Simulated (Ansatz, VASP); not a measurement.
# As2Se in VASP and in Ansatz

```
CELL_PARAMETERS angstrom
-3.44549 3.44549 2.59991
3.44549 -3.44549 2.59991
3.44549 3.44549 -2.59991
ATOMIC_POSITIONS crystal
As 0.87500 0.12500 0.75000
As 0.37500 0.12500 0.25000
As 0.87500 0.12500 0.25000
As 0.87500 0.62500 0.75000
Se 0.50000 0.50000 0.00000
Se 0.25000 0.75000 0.50000
```

Alike in both runs: functional LDA; k mesh 6 × 6 × 6; no spin polarisation.

Ansatz relaxed the structure, and its values are those at the end. VASP's run is a single point on that final structure, the one shown.

```csv
,VASP,Ansatz
version,VASP 6.6.1,Ansatz 0.2.0
potentials or method,"VASP PAW LDA potentials, release 64 (As, Se), cutoff 500 eV","plane waves, PAW"
occupations,"fermi-dirac, width 0.1 eV",fermi-dirac
valence electrons in the cell,32,92
```

Ansatz gave:

| Item | Value |
| --- | --- |
| pressure (GPa) | 0.0 |

Problem. Which values does VASP return?

Solution. Pressure (GPa): 0.3.

LDA's correlation is that of Perdew and Zunger in VASP and of Perdew and Wang (1992) in Ansatz. VASP's potentials hold 32 valence electrons a cell and Ansatz's 92, so a difference there can come from the potentials and not from the codes.
